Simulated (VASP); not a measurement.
Input of a VASP 6.6.1 run:

The input POSCAR:

```
NaI
1.0
    0.0000000000      3.2146785402      3.2146785402
    3.2146785402      0.0000000000      3.2146785402
    3.2146785402      3.2146785402      0.0000000000
I Na
1 1
Direct
    0.5000000000      0.5000000000      0.5000000000
    0.0000000000      0.0000000000      0.0000000000
```

File INCAR.step1:

```
PREC = Accurate
ENCUT = 520
ISMEAR = -1
SIGMA = 0.05
LREAL = F
LASPH = T
NELM = 100
NBANDS = 14
GGA = PE
ALGO = Normal
EDIFF = 1E-4
LWAVE = T
LCHARG = F
```

File INCAR.step2:

```
PREC = Accurate
ENCUT = 520
EDIFF = 1E-7
ISMEAR = -1
SIGMA = 0.05
LREAL = F
LASPH = T
NELM = 100
ALGO = Normal
ISIF = 2
LWAVE = F
LCHARG = F
METAGGA = R2SCAN
LMIXTAU = T
NBANDS = 14
ISTART = 1
```

The input KPOINTS:

```
regular mesh
0
Gamma
  7 7 7
```

Potentials or basis: VASP PAW PBE potentials, release 64 (I, Na_pv).

Run with:

```bash
$ cat potpaw_PBE.64/I/POTCAR potpaw_PBE.64/Na_pv/POTCAR > POTCAR
$ cp INCAR.step1 INCAR
$ mpirun -np 1 vasp_std > vasp.out
$ cp INCAR.step2 INCAR
$ mpirun -np 1 vasp_std > vasp.out
```

Problem. Estimate the pressure.

Solution. 0.2 GPa.

Problem. Predict the band gap on the k mesh.

Solution. 4.50 eV, direct.

Caveat: the PAW data sets were made with another functional, which shifts forces and pressure a little; spin-orbit coupling is left out, which moves the levels of the heavy elements. r2SCAN opens gaps a little over a GGA but as a rule still falls short of measured ones.
